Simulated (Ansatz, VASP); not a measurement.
Zn2S3: VASP beside Ansatz

```
Zn S
1.0
     3.03942    1.75481    5.82587
    -3.03942    1.75481    5.82587
     0.00000   -3.50961    5.82587
Zn S
4 6
Direct
  0.85444 0.85444 0.85444
  0.64556 0.64556 0.64556
  0.14556 0.14556 0.14556
  0.35444 0.35444 0.35444
  0.04499 0.45501 0.75000
  0.75000 0.04499 0.45501
  0.45501 0.75000 0.04499
  0.95501 0.54499 0.25000
  0.25000 0.95501 0.54499
  0.54499 0.25000 0.95501
```

Alike in both runs: functional PBE; k mesh 6 × 6 × 6; occupations gaussian, width 0.1 eV; no spin polarisation.

Ansatz relaxed the structure, and its values are those at the end. VASP's run is a single point on that final structure, the one shown.

```csv
,VASP,Ansatz
version,VASP 6.6.1,Ansatz 0.2.0
potentials or method,"VASP PAW PBE potentials, release 64 (Zn, S), cutoff 520 eV","scalar-relativistic, plane waves, PAW"
valence electrons in the cell,84,84
```

Ansatz gave:

- gap on the k mesh at the Fermi level (eV): none
- pressure (GPa): 0.0

Q: What did VASP give for the same quantities?

A: gap on the k mesh at the Fermi level (eV): none; pressure (GPa): 0.1.

A gap of «none» marks a metal or a gap that the smearing closes. The functional is the same, so the differences come from potentials, cutoffs and numerics.
